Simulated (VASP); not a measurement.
The system is Al.

```
CELL_PARAMETERS angstrom
2.86351 0.00000 0.00000
1.43175 2.47987 0.00000
1.43175 0.82662 2.33804
ATOMIC_POSITIONS crystal
Al 0.00000 0.00000 0.00000
```

- Program: VASP 6.6.1
- Task: relaxation of volume and atoms at fixed shape
- Functional: r2SCAN
- Potentials or basis: VASP PAW PBE potentials, release 64 (Al)
- Cutoff: 600 eV
- k mesh: 7 × 7 × 7
- Occupations: methfessel-paxton, width 0.1 eV
- Spin: no spin polarisation

At the start: pressure -4.3 GPa; volume 16.60 Å³/atom.

Task: Where does the relaxation end?

Result: Over 3 steps the energy falls by 10.9 meV/atom and the volume is 15.82 Å³/atom (-4.7 %); space group Fm-3m (No. 225, to 0.1 Å) before and after.

Step by step:
| step | energy change (eV) | largest force (eV/Å) | pressure (GPa) | volume (Å³) |
| --- | --- | --- | --- | --- |
| 1 | 0.0000 | 0.0000 | -4.26 | 16.60 |
| 2 | -0.0097 | 0.0000 | 1.66 | 15.57 |
| 3 | -0.0109 | 0.0000 | 0.03 | 15.82 |

Final structure:
```cif
data_structure
_symmetry_space_group_name_H-M 'P 1'
_symmetry_Int_Tables_number 1
_cell_length_a 2.8176
_cell_length_b 2.8176
_cell_length_c 2.8176
_cell_angle_alpha 60.000
_cell_angle_beta 60.000
_cell_angle_gamma 60.000
_cell_volume 15.82
loop_
_atom_site_label
_atom_site_type_symbol
_atom_site_fract_x
_atom_site_fract_y
_atom_site_fract_z
_atom_site_occupancy
Al1 Al 0.00000 0.00000 0.00000 1
```

Caveat: the k points lie up to 0.39 Å⁻¹ apart in the final cell, too coarse for converged energies and pressures of a metal; the PAW data sets were made with another functional, which shifts forces and pressure a little.
